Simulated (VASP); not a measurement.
Input of a VASP 6.6.1 run:

Contents of POSCAR:

```
HfB
1.0
    0.0000000000      2.3100000000      2.3100000000
    2.3100000000      0.0000000000      2.3100000000
    2.3100000000      2.3100000000      0.0000000000
Hf B
1 1
Direct
    0.5000000000      0.5000000000      0.5000000000
    0.0000000000      0.0000000000      0.0000000000
```

Contents of INCAR.step1:

```
SYSTEM = HfB
PREC = Accurate ; ENCUT = 600
ISMEAR = -1 ; SIGMA = 0.05
LREAL = .FALSE. ; LASPH = .TRUE.
NELM = 80 ; GGA = PE
ALGO = Normal ; EDIFF = 1E-4
LWAVE = .TRUE. ; LCHARG = .FALSE.
```

The input INCAR.step2:

```
SYSTEM = HfB
PREC = Accurate ; ENCUT = 600
EDIFF = 1E-6 ; ISMEAR = -1
SIGMA = 0.05 ; LREAL = .FALSE.
LASPH = .TRUE. ; NELM = 80
ALGO = Normal ; ISIF = 3
LWAVE = .FALSE. ; LCHARG = .FALSE.
METAGGA = R2SCAN ; LMIXTAU = .TRUE.
IBRION = 2 ; NSW = 60
EDIFFG = -0.01 ; PSTRESS = 300.0
ISTART = 1
```

File KPOINTS:

```
regular mesh
0
G
  10 10 10
  0 0 0
```

Potentials or basis: VASP PAW PBE potentials, release 64 (Hf_pv, B).

Launch:

```bash
$ cat potpaw_PBE.64/Hf_pv/POTCAR potpaw_PBE.64/B/POTCAR > POTCAR
$ cp INCAR.step1 INCAR
$ mpirun -np 1 vasp_std > vasp.out
$ cp INCAR.step2 INCAR
$ mpirun -np 1 vasp_std > vasp.out
```

**Question.** What does it give for the relaxed volume?

**Answer.** 12.31 Å³/atom.

**Question.** Predict the band gap on the k mesh.

**Answer.** Zero (an odd number of electrons rules out a gap without spin polarisation).

Step by step:
```
step  energy change (eV)  largest force (eV/Å)  pressure (GPa)  volume (Å³)
   1              0.0000                0.0000           29.57        24.65
   2              0.0223                0.0000           31.17        24.53
   3              0.0078                0.0000           30.05        24.61
```

Caveat: the cell is relaxed towards a set pressure, so the run minimises the enthalpy, not the energy; the PAW data sets were made with another functional, which shifts forces and pressure a little; spin-orbit coupling is left out, which moves the levels of the heavy elements.
